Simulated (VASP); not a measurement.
Here is a VASP 6.6.1 calculation.

The input INCAR:

```
ALGO = Normal
EDIFF = 1E-7
ENCUT = 520
GGA = PE
ISIF = 2
ISMEAR = -1
ISYM = 0
LASPH = True
LCHARG = False
LREAL = Auto
LWAVE = False
NBANDS = 116
NELM = 80
PREC = Accurate
SIGMA = 0.0586
```

Contents of KPOINTS:

```
Automatic mesh
0
Gamma
  1 1 1
  0.25 0.25 0.25
```

Contents of POSCAR:

```
Ga2Si3Au
1.0
    7.3073390000     -0.0440410000     -0.0833530000
   -0.0440410000      7.3836060000     -0.0558830000
   -0.0833530000     -0.0558830000      7.7526330000
Si Ga Au
12 8 4
Direct
    0.1568355382      0.5937237804      0.8295952844
    0.5952399318      0.3874110000      0.5319904506
    0.8784860552      0.0360663153      0.1125576229
    0.1960049092      0.6359211760      0.4645269266
    0.1405287535     -0.0604612173      0.4893646764
    0.6844710015      0.0277746356      0.8056149235
    0.1973168400      0.3214806541      0.5598564067
    0.8133614066      0.7222037220      0.1670720159
    0.7851764820      0.3699513974      0.8131524876
    0.0836839344      0.2888606412      0.9232081160
    0.5126026712      0.6319175255      0.2323157071
    0.8342430568      0.7129777738      0.8494903600
    0.4916234105      0.6328460393      0.8718792211
    0.3974599824      0.3136701322      0.2167946438
    0.2062913802      0.8801193559      0.1499611442
    0.1070701637      0.9453104053      0.8241523107
    0.8474930743      0.5990784193      0.5093779609
    0.5136225694      0.7806193389      0.5329739371
    0.4539257965      0.0883196624      0.4472423297
    0.8643122477      0.1588117030      0.5565890831
    0.7636606533      0.3189626991      0.1356140551
    0.5090247839      0.9883644666      0.0915635390
    0.0993611183      0.5289924052      0.1564793187
    0.4078857137      0.2759198976      0.8457691380
```

Potentials or basis: VASP PAW PBE potentials, release 64 (Si, Ga_d, Au).

Launch:

```bash
$ cat potpaw_PBE.64/Si/POTCAR potpaw_PBE.64/Ga_d/POTCAR potpaw_PBE.64/Au/POTCAR > POTCAR
$ mpirun -np 1 vasp_std > vasp.out
```

Problem. What does it give for the pressure?

Solution. 4.7 GPa.

Problem. Estimate the band gap on the k mesh.

Solution. 0.35 eV.

Problem. Predict the largest force.

Solution. 1.939 eV/Å.

Stress tensor (GPa, compression positive):
```
6.95 4.50 2.91
4.50 5.67 3.89
2.91 3.89 1.34
```

Caveat: the k points lie up to 0.86 Å⁻¹ apart; spin-orbit coupling is left out, which moves the levels of the heavy elements.
